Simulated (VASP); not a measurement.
TiB: single point with PBEsol

Crystal: TiB.

```
CELL_PARAMETERS angstrom
0.00000 2.45368 2.45368
2.45368 0.00000 2.45368
2.45368 2.45368 0.00000
ATOMIC_POSITIONS crystal
Ti 0.00000 0.00000 0.00000
B 0.25000 0.25000 0.25000
```

```
Program                : VASP 6.6.1
Task                   : single point
Functional             : PBEsol
Potentials or basis    : VASP PAW PBE potentials, release 64 (Ti_sv, B)
Cutoff                 : 500 eV
k mesh                 : 7 × 7 × 7
Occupations            : gaussian, width 0.1 eV
Spin                   : no spin polarisation
Dipole correction      : no
Further INCAR settings : ALGO = Normal; EDIFF = 1e-06; NBANDS = 14
```

```
Pressure               : 0.0 GPa
Band gap on the k mesh : zero (an odd number of electrons rules out a gap without spin polarisation)
```

Levels at points of the mesh, in eV from the Fermi level:
| k point | band 6 | band 7 | band 8 | band 9 | band 10 | band 11 |
| --- | --- | --- | --- | --- | --- | --- |
| (0.00, 0.00, 0.00) | -1.02 | -1.02 | -1.02 | 2.18 | 2.18 | 8.33 |

Run time: 10 s on 1 thread of Intel(R) Xeon(R) Platinum 8259CL CPU @ 2.50GHz (Skylake/Cascade Lake), on a shared host, peak memory 0.15 GiB.

Caveat: the PAW data sets were made with another functional, which shifts forces and pressure a little.
